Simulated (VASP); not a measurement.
LaHg2: single point with LDA

The system is LaHg2.

```xyz
3
Lattice="4.9600 0.0000 0.0000 -2.4800 4.2955 0.0000 0.0000 0.0000 3.6500" Properties=species:S:1:pos:R:3 pbc="T T T"
La    0.0000    0.0000    0.0000
Hg    0.0000    2.8637    1.6425
Hg    2.4800    1.4318    2.0075
```

```json
{"Program": "VASP 6.6.1", "Task": "single point", "Functional": "LDA", "Potentials or basis": "VASP PAW LDA potentials, release 64 (La, Hg)", "Cutoff": "520 eV", "k mesh": "2 × 2 × 2", "Occupations": "fermi-dirac, width 0.15 eV", "Spin": "no spin polarisation", "Dipole correction": "no", "Further INCAR settings": "ALGO = Normal; EDIFF = 1e-06; NBANDS = 24"}
```

```yaml
Pressure: -3.3 GPa
Largest_force: 0.024 eV/Å
```

Forces in eV/Å, atoms in the order of the input:
```
La   0.000  0.000  0.000
Hg   0.000  0.000  0.024
Hg   0.000  0.000 -0.024
```

Levels at points of the mesh, in eV from the Fermi level:
| k point | band 14 | band 15 | band 16 | band 17 | band 18 | band 19 | band 20 | band 21 |
| --- | --- | --- | --- | --- | --- | --- | --- | --- |
| (0.00, 0.00, 0.00) | -6.53 | -6.53 | -0.73 | -0.73 | -0.32 | 0.18 | 1.67 | 1.67 |
| (0.50, 0.00, 0.00) | -6.44 | -5.06 | -4.92 | -0.12 | 0.19 | 1.66 | 1.74 | 1.85 |
| (0.00, 0.00, 0.50) | -6.20 | -4.78 | -2.71 | 1.14 | 1.14 | 1.17 | 1.17 | 1.49 |
| (0.50, 0.00, 0.50) | -6.18 | -4.57 | -2.68 | -1.25 | -0.58 | 0.06 | 1.69 | 1.79 |

Wall time 9.5 s on 1 thread of Intel(R) Xeon(R) Platinum 8488C (Sapphire Rapids), with other jobs on the host, peak memory 0.17 GiB.

Caveat: the k points lie up to 0.86 Å⁻¹ apart; spin-orbit coupling is left out, which moves the levels of the heavy elements.
